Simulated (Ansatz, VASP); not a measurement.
**Two plane-wave programs on KF**

```
CELL_PARAMETERS angstrom
0.00000 2.67185 2.67185
2.67185 0.00000 2.67185
2.67185 2.67185 0.00000
ATOMIC_POSITIONS crystal
K 0.00000 0.00000 0.00000
F 0.50000 0.50000 0.50000
```

Alike in both runs: functional RPBE; k mesh 9 × 9 × 9; occupations tetrahedron; no spin polarisation.

|  | VASP | Ansatz |
| --- | --- | --- |
| version | VASP 6.6.1 | Ansatz 0.2.0 |
| potentials or method | VASP PAW PBE potentials, release 64 (K_sv, F) | PseudoDojo standard (LDA files) |
| plane-wave cutoff (eV) | 520 | 1143 |
| valence electrons in the cell | 16 | 16 |
| task | single point | density of states |

```tsv
	VASP	Ansatz	Ansatz less VASP
gap on the k mesh at the Fermi level (eV)	6.50	6.62	+0.121
least direct gap on the mesh (eV)	6.50	6.62	+0.121
pressure (GPa)	4.1	3.7	-0.43
```

VASP's potentials were made for PBE, not for RPBE. The functional is the same, so the differences come from potentials, cutoffs and numerics.

Noted on Ansatz's run: the potentials were made for another functional, which shifts forces and pressure; odd divisions of the mesh miss points on the zone boundary, where band edges often lie, so the gap on the mesh can be too wide.
